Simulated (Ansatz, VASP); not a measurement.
# Two plane-wave programs on Sb

INCAR

```
SYSTEM = Sb
PREC = Accurate
ENCUT = 520
EDIFF = 1E-7
ISMEAR = -1
SIGMA = 0.1
LREAL = .False.
LASPH = .True.
NELM = 100
ALGO = Normal
ISIF = 2
LWAVE = .False.
LCHARG = .False.
GGA = PE
NBANDS = 12
```

Contents of KPOINTS:

```
Automatic mesh
0
Gamma
  14 14 14
  0 0 0
```

POSCAR

```
Sb
1.0
    2.2721344486      1.3118174355      3.9911236635
   -2.2721344486      1.3118174355      3.9911236635
    0.0000000000     -2.6236348710      3.9911236635
Sb
2
Direct
    0.2326797760      0.2326797760      0.2326797760
    0.7673202240      0.7673202240      0.7673202240
```

Input for Ansatz:

```yaml
crystal:
  lattice:
    - [2.2721344486, 1.3118174355, 3.9911236635]
    - [-2.2721344486, 1.3118174355, 3.9911236635]
    - [0.0, -2.623634871, 3.9911236635]
  atoms:
    - { symbol: Sb, position: [0.232679776, 0.232679776, 0.232679776] }
    - { symbol: Sb, position: [0.767320224, 0.767320224, 0.767320224] }
hamiltonian:
  xc: pbe
  pseudopotentials:
    kind: paw
    azcp:
      Sb: "pseudopotentials/Sb.paw.azcp"
basis:
  ecutwfc: 420
  fft_grid_basis: typed
kpoints:
  mp_grid: { grid: [14, 14, 14], shift: [0, 0, 0] }
magnetization:
  spin_polarized: false
scf:
  occupations: { method: fermi_dirac, width: 0.1 }
output:
  stress: true
```

Alike in both runs: task single point; functional PBE; k mesh 14 × 14 × 14; occupations fermi-dirac, width 0.1 eV; no spin polarisation.

|  | VASP | Ansatz |
| --- | --- | --- |
| version | VASP 6.6.1 | Ansatz 0.2.0 |
| potentials or method | VASP PAW PBE potentials, release 64 (Sb), cutoff 520 eV | plane waves (420 eV) with PAW, scalar-relativistic |
| valence electrons in the cell | 10 | 30 |

```csv
,VASP,Ansatz,Ansatz less VASP
pressure (GPa),-4.4,-4.4,+0.01
"traceless stress, the component that is largest in VASP (GPa)",0.70,0.71,+0.008
```

The functional is the same, so the differences come from potentials, cutoffs and numerics. VASP's potentials hold 10 valence electrons a cell and Ansatz's 30, so a difference there can come from the potentials and not from the codes.

Spin-orbit coupling is off throughout.
